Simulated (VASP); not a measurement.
# Os (P6_3/mmc) in VASP: a series of runs

The runs below take Os through relaxation of shape and atoms at fixed volume, with PBEsol.

All numbers are computed with VASP 6.6.1; they aren't measurements. Logs are shortened: lines on timing, memory, paths and dates and some standing lists are left out, and cuts for length are marked.

**1. The cell of the first run**

Symmetry: P6_3/mmc, No. 194, hexagonal system. Conventional cell: a = 2.782 Å, b = 2.782 Å, c = 4.393 Å, α = 90.00°, β = 90.00°, γ = 120.00°. Os (site symmetry -6m2) has 12 Os at 2.72 to 2.78 Å within 3.6 Å.

**2. Relaxation of shape and atoms at fixed volume, PBEsol (14.72 Å³/atom)**

INCAR reads:

```
SYSTEM = Os
PREC     = Accurate       ! precision mode
ENCUT    = 600            ! plane-wave cutoff, eV
EDIFF    = 1E-6           ! SCF threshold, eV
ISMEAR   = 0              ! smearing method
SIGMA    = 0.1            ! smearing width, eV
LREAL    = .False.        ! projectors in reciprocal space
LASPH    = .True.         ! aspherical terms in the spheres
NELM     = 60             ! most SCF steps
ALGO     = Normal         ! electronic algorithm
ISIF     = 4              ! what is computed and relaxed
LWAVE    = .False.        ! write WAVECAR
LCHARG   = .False.        ! write CHGCAR
GGA      = PS             ! functional
IBRION   = 2              ! ionic algorithm
NSW      = 50             ! ionic steps
EDIFFG   = -0.01          ! ionic threshold
```

KPOINTS reads:

```
Automatic mesh
0
Gamma
  18 18 10
  0 0 0
```

POSCAR reads:

```
Os
1.0
    2.7821631316      0.0000000000      0.0000000000
   -1.3910815658      2.4094239495      0.0000000000
    0.0000000000      0.0000000000      4.3932202353
Os
2
Direct
    0.3333333333      0.6666666667      0.2500000000
    0.6666666667      0.3333333333      0.7500000000
```

Potentials or basis: VASP PAW PBE potentials, release 64 (Os).

Run with:

```
> cat potpaw_PBE.64/Os/POTCAR > POTCAR
> mpirun -np 1 vasp_std > vasp.out
```

OUTCAR:

```text
SYSTEM = Os
   PREC = Accurate
   ENCUT = 600
   EDIFF = 1E-6
   ISMEAR = 0
   LREAL = .False.
   LASPH = .True.
   NELM = 60
   ISIF = 4
   GGA = PS
   IBRION = 2
   NSW = 50
   EDIFFG = -0.01

 ion  position               nearest neighbor table
   1  0.333  0.667  0.250-   2 2.72   2 2.72   2 2.72   2 2.72   2 2.72   2 2.72
   2  0.667  0.333  0.750-   1 2.72   1 2.72   1 2.72   1 2.72   1 2.72   1 2.72

  LATTYP: Found a hexagonal cell.
 ALAT       =     2.7821631316
 C/A-ratio  =     1.5790663694

  Lattice vectors:

 A1 = (   2.7821631316,   0.0000000000,   0.0000000000)
 A2 = (  -1.3910815658,   2.4094239495,   0.0000000000)
 A3 = (   0.0000000000,   0.0000000000,   4.3932202353)

Analysis of symmetry for initial positions (statically):
=====================================================================
 Subroutine PRICEL returns:
 Original cell was already a primitive cell.

 Routine SETGRP: Setting up the symmetry group for a
 hexagonal supercell.

 Subroutine GETGRP returns: Found 24 space group operations
 (whereof 12 operations were pure point group operations)
 out of a pool of 24 trial point group operations.

The static configuration has the point symmetry D_3d.
 The point group associated with its full space group is D_6h.

Analysis of symmetry for dynamics (positions and initial velocities):
=====================================================================
 Subroutine PRICEL returns:
 Original cell was already a primitive cell.

 Routine SETGRP: Setting up the symmetry group for a
 hexagonal supercell.

 Subroutine GETGRP returns: Found 24 space group operations
 (whereof 12 operations were pure point group operations)
 out of a pool of 24 trial point group operations.

The dynamic configuration has the point symmetry D_3d.
 The point group associated with its full space group is D_6h.

 Subroutine INISYM returns: Found 24 space group operations
 (whereof 12 operations are pure point group operations),
 and found     1 'primitive' translations

----------------------------------------------------------------------------------------

                                     Primitive cell

  volume of cell :      29.4496

  direct lattice vectors                    reciprocal lattice vectors
     2.782163132  0.000000000  0.000000000     0.359432554  0.207518482  0.000000000
    -1.391081566  2.409423949  0.000000000     0.000000000  0.415036964  0.000000000
     0.000000000  0.000000000  4.393220235     0.000000000  0.000000000  0.227623462

  length of vectors
     2.782163132  2.782163132  4.393220235     0.415036964  0.415036964  0.227623462

  position of ions in fractional coordinates (direct lattice)
     0.333333333  0.666666667  0.250000000
     0.666666667  0.333333333  0.750000000

  ion indices of the primitive-cell ions
   primitive index   ion index
                 1           1
                 2           2

----------------------------------------------------------------------------------------

 KPOINTS: Automatic mesh

Automatic generation of k-mesh.
 Grid dimensions read from file:
 generate k-points for:   18   18   10

 Generating k-lattice:

  Cartesian coordinates                     Fractional coordinates (reciprocal lattice)
     0.019968475  0.011528805  0.000000000     0.055555556  0.000000000  0.000000000
     0.000000000  0.023057609  0.000000000     0.000000000  0.055555556  0.000000000
     0.000000000  0.000000000  0.022762346     0.000000000  0.000000000  0.100000000

  Length of vectors
     0.023057609  0.023057609  0.022762346

  Shift w.r.t. Gamma in fractional coordinates (k-lattice)
     0.000000000  0.000000000  0.000000000

 Subroutine IBZKPT returns following result:
 ===========================================

 Found    222 irreducible k-points:

 Following reciprocal coordinates:
            Coordinates               Weight
  0.000000  0.000000  0.000000      1.000000
  0.055556 -0.000000  0.000000      6.000000
  0.111111 -0.000000  0.000000      6.000000
  0.166667 -0.000000  0.000000      6.000000
  0.222222 -0.000000  0.000000      6.000000
  0.277778 -0.000000  0.000000      6.000000
[... 16 lines left out ...]
  0.333333  0.111111  0.000000     12.000000
  0.388889  0.111111  0.000000     12.000000
 [... further k-points ...]
   k-points           NKPTS =    222   k-points in BZ     NKDIM =    222   number of bands    NBANDS=     12
   number of dos      NEDOS =    301   number of ions     NIONS =      2
   total plane-waves  NPLWV =  20736
   dimension x,y,z NGX =    24 NGY =   24 NGZ =   36
   dimension x,y,z NGXF=    48 NGYF=   48 NGZF=   72
   ions per type =               2
   NGX,Y,Z   is equivalent  to a cutoff of  14.34, 14.34, 13.62 a.u.
   NGXF,Y,Z  is equivalent  to a cutoff of  28.68, 28.68, 27.25 a.u.
 SYSTEM =  Os
   PREC   = accura    normal or accurate (medium, high low for compatibility)
   ISTART =      0    job   : 0-new  1-cont  2-samecut
   ICHARG =      2    charge: 1-file 2-atom 10-const
   ISPIN  =      1    spin polarized calculation?
   LNONCOLLINEAR =      F non collinear calculations
   LSORBIT =      F    spin-orbit coupling
   LASPH  =      T    aspherical Exc in radial PAW
   ENCUT  =  600.0 eV  44.10 Ry    6.64 a.u.   5.56  5.56  8.77*2*pi/ulx,y,z
   NELM   =     60;   NELMIN=  2; NELMDL= -5     # of ELM steps
   EDIFF  = 0.1E-05   stopping-criterion for ELM
   LREAL  =      F    real-space projection
   EDIFFG = -.1E-01   stopping-criterion for IOM
   NSW    =     50    number of steps for IOM
   IBRION =      2    ionic relax: 0-MD 1-quasi-New 2-CG
   NFREE  =      1    steps in history (QN), initial steepest desc. (CG)
   ISIF   =      4    stress and relaxation
   ISYM   =      2    0-nonsym 1-usesym 2-fastsym
   POTIM  = 0.5000    time-step for ionic-motion
   TEBEG  =    0.0;   TEEND  =   0.0 temperature during run
   PSTRESS=    0.0 pullay stress
   NELECT =      16.0000    total number of electrons
   NUPDOWN=      -1.0000    fix difference up-down
   EMIN   =  10.00;   EMAX   =-10.00  energy-range for DOS
   EFERMI =   0.00;   METHOD = LEGACY
   ISMEAR =     0;   SIGMA  =   0.10  broadening in eV -4-tet -1-fermi 0-gaus
   EFERMI_NEDOS =   21; number of points for ismear=-14 and -15
   IALGO  =     38    algorithm
   IMIX   =      4    mixing-type and parameters
     AMIX     =   0.40;   BMIX     =  1.00
     AMIX_MAG =   1.60;   BMIX_MAG =  1.00
  volume/ion in A,a.u.               =      14.72        99.37
  Fermi-wavevector in a.u.,A,eV,Ry     =   1.335842  2.524376 24.279256  1.784475
  Thomas-Fermi vector in A             =   2.464515
   LORBIT       =      0    0 simple, 1 ext, 2 COOP (PROOUT), +10 PAW based schemes
   GGA     = PS    functional components
   LHFCALC =     F    Hartree Fock is set to
   AEXX    =    0.0000 exact exchange contribution
   IVDW    =     0    specifies the selected vdW correction
   LEPSILON=     F    determine dielectric tensor
   LRPA    =     F    only Hartree local field effects (RPA)
 conjugate gradient relaxation of ions
 non-spin polarized calculation
 Gauss-broadening in eV      SIGMA  =   0.10
  energy-cutoff  :      600.00
  volume of cell :       29.45
 maximum number of plane-waves:      1014
 NGX is ok and might be reduce to    24
   NGX = 11   NGY = 11   NGZ = 17

--------------------------------------- Ionic step        1  -------------------------------------------

 number of electron      15.9999998 magnetization

 Free energy of the ion-electron system (eV)
  ---------------------------------------------------
  ext. energy  EPLUGINS =         0.00000000
  ---------------------------------------------------
  free energy    TOTEN  =       -24.36949122 eV

  energy without entropy =      -24.36149069  energy(sigma->0) =      -24.36549096

------------------------ aborting loop because EDIFF is reached ----------------------------------------

  FORCE on cell =-STRESS in cart. coord.  units (eV):
  Direction    XX          YY          ZZ          XY          YZ          ZX
  --------------------------------------------------------------------------------------
  -------------------------------------------------------------------------------------
  Total       -3.9659898     -3.9659898     -4.1236064      0.0000000      0.0000000      0.0000000
  in kB     -215.7661852   -215.7661852   -224.3411767      0.0000000      0.0000000      0.0000000
  external PRESSURE =    -218.6245157 kB  Pullay stress =       0.0000000 kB
[... 57 lines left out ...]
  energy  without entropy=      -24.3612318792  energy(sigma->0) =      -24.36535452

--------------------------------------- Ionic step        3  -------------------------------------------

 number of electron      15.9999998 magnetization

 Free energy of the ion-electron system (eV)
  ---------------------------------------------------
  ext. energy  EPLUGINS =         0.00000000
  ---------------------------------------------------
  free energy    TOTEN  =       -24.36958746 eV

  energy without entropy =      -24.36146881  energy(sigma->0) =      -24.36552814

 E-fermi :   8.5420     XC(G=0): -13.8624

 val. band max:        8.5370924873   @ k =   0.2778  -0.0000   0.1000
 cond. band min:       8.5460914908   @ k =   0.1667   0.1111   0.3000
 fundamental gap:      0.0089990035
 Fermi energy:         8.5419787492

 k-point     1 :       0.0000    0.0000    0.0000
  band No.  band energies     occupation
      1      -1.9846      2.00000
      2       1.2034      2.00000
      3       5.7008      2.00000
      4       5.7008      2.00000
      5       5.9606      2.00000
      6       6.4827      2.00000
      7       6.4827      2.00000
      8       7.0667      2.00000
      9       7.0667      2.00000
     10       8.5719      0.67224
     11      10.1051      0.00000
     12      10.1051      0.00000
[... 331 lines left out ...]
 k-point    24 :       0.3889    0.1111    0.0000
  band No.  band energies     occupation
      1       2.1183      2.00000
      2       2.2434      2.00000
      3       2.6121      2.00000
      4       5.1682      2.00000
      5       5.1787      2.00000
      6       6.0886      2.00000
      7       6.7494      2.00000
      8       9.9994      0.00000
      9      10.3852      0.00000
     10      10.8556      0.00000
     11      12.1319      0.00000
     12      14.9893      0.00000

 [... further k-points ...]

------------------------ aborting loop because EDIFF is reached ----------------------------------------

  FORCE on cell =-STRESS in cart. coord.  units (eV):
  Direction    XX          YY          ZZ          XY          YZ          ZX
  --------------------------------------------------------------------------------------
  -------------------------------------------------------------------------------------
  Total       -4.0132282     -4.0132282     -4.0115069      0.0000000      0.0000000      0.0000000
  in kB     -218.3361494   -218.3361494   -218.2425033      0.0000000      0.0000000      0.0000000
  external PRESSURE =    -218.3049340 kB  Pullay stress =       0.0000000 kB
[... 17 lines left out ...]
  FREE ENERGIE OF THE ION-ELECTRON SYSTEM (eV)
  ---------------------------------------------------
  free  energy   TOTEN  =       -24.3695874590 eV

  energy  without entropy=      -24.3614688145  energy(sigma->0) =      -24.36552814

 reached required accuracy - stopping structural energy minimisation
```

It took 41 s on 1 thread of Intel Xeon 6975P-C (Granite Rapids), shared host; peak memory 0.23 GiB.

What came out:

| Item | Value |
| --- | --- |
| Free energy | -24.3696 eV |
| Energy gained by relaxing | 0.0 meV/atom |
| Ionic steps | 3 |
| Pressure after relaxing | -21.8 GPa |
| Band gap on the k mesh | zero (bands 8 and 9 overlap by 3.62 eV) |

Final structure:
```
Os
1.0
     2.78386    0.00000    0.00000
    -1.39193    2.41090    0.00000
     0.00000    0.00000    4.38786
Os
2
Direct
  0.33333 0.66667 0.25000
  0.66667 0.33333 0.75000
```

Caveat: the PAW data sets were made with another functional, which shifts forces and pressure a little; spin-orbit coupling is left out, which moves the levels of the heavy elements.

**3. Relaxation of shape and atoms at fixed volume, PBEsol (15.28 Å³/atom)**

This run uses another cell than the first one, of 15.28 Å³/atom.

INCAR reads:

```
ALGO = Normal
EDIFF = 1E-6
EDIFFG = -0.01
ENCUT = 600
GGA = PS
IBRION = 2
ISIF = 4
ISMEAR = 0
LASPH = T
LCHARG = F
LREAL = F
LWAVE = F
NELM = 100
NSW = 50
PREC = Accurate
SIGMA = 0.1
```

KPOINTS reads:

```
k-points
0
Gamma
  18 18 10
```

POSCAR reads:

```
Os
1.0
    2.8182948337      0.0000000000      0.0000000000
   -1.4091474168      2.4407149213      0.0000000000
    0.0000000000      0.0000000000      4.4428548873
Os
2
Direct
    0.3333333333      0.6666666667      0.2500000000
    0.6666666667      0.3333333333      0.7500000000
```

Potentials or basis: VASP PAW PBE potentials, release 64 (Os).

Run with:

```
> cat potpaw_PBE.64/Os/POTCAR > POTCAR
> mpirun -np 1 vasp_std > vasp.out
```

It took 41 s on 1 thread of Intel Xeon 6975P-C (Granite Rapids), shared host; peak memory 0.23 GiB.

Results (log left out):

```
Free energy               : -24.1785 eV
Energy gained by relaxing : 0.1 meV/atom
Ionic steps               : 3
Pressure after relaxing   : -32.9 GPa
Band gap on the k mesh    : zero (bands 8 and 9 overlap by 3.41 eV)
```

The path:
```
step  energy change (eV)  largest force (eV/Å)  pressure (GPa)  volume (Å³)
   1              0.0000                0.0000          -32.92        30.56
   2              0.0000                0.0000          -32.84        30.56
   3             -0.0002                0.0000          -32.88        30.56
```

Final structure:
```
Os
1.0
     2.82072    0.00000    0.00000
    -1.41036    2.44282    0.00000
     0.00000    0.00000    4.43521
Os
2
Direct
  0.33333 0.66667 0.25000
  0.66667 0.33333 0.75000
```

Levels at points of the mesh, in eV from the Fermi level:
| k point | band 5 | band 6 | band 7 | band 8 | band 9 | band 10 | band 11 | band 12 |
| --- | --- | --- | --- | --- | --- | --- | --- | --- |
| (0.00, 0.00, 0.00) | -2.42 | -1.95 | -1.95 | -1.42 | -1.42 | 0.07 | 1.47 | 1.47 |
| (0.50, 0.00, 0.00) | -2.71 | -2.27 | -1.66 | 1.71 | 2.20 | 2.36 | 3.84 | 5.03 |
| (0.00, 0.00, 0.50) | -2.88 | -2.88 | -2.88 | -2.88 | 0.76 | 0.76 | 0.76 | 0.76 |
| (0.50, 0.00, 0.50) | -1.08 | -1.08 | -0.16 | -0.16 | 2.01 | 2.01 | 2.92 | 2.92 |

Caveat: the PAW data sets were made with another functional, which shifts forces and pressure a little; spin-orbit coupling is left out, which moves the levels of the heavy elements.

The gap in the log of VASP goes by the Fermi energy; the results here count the filled bands.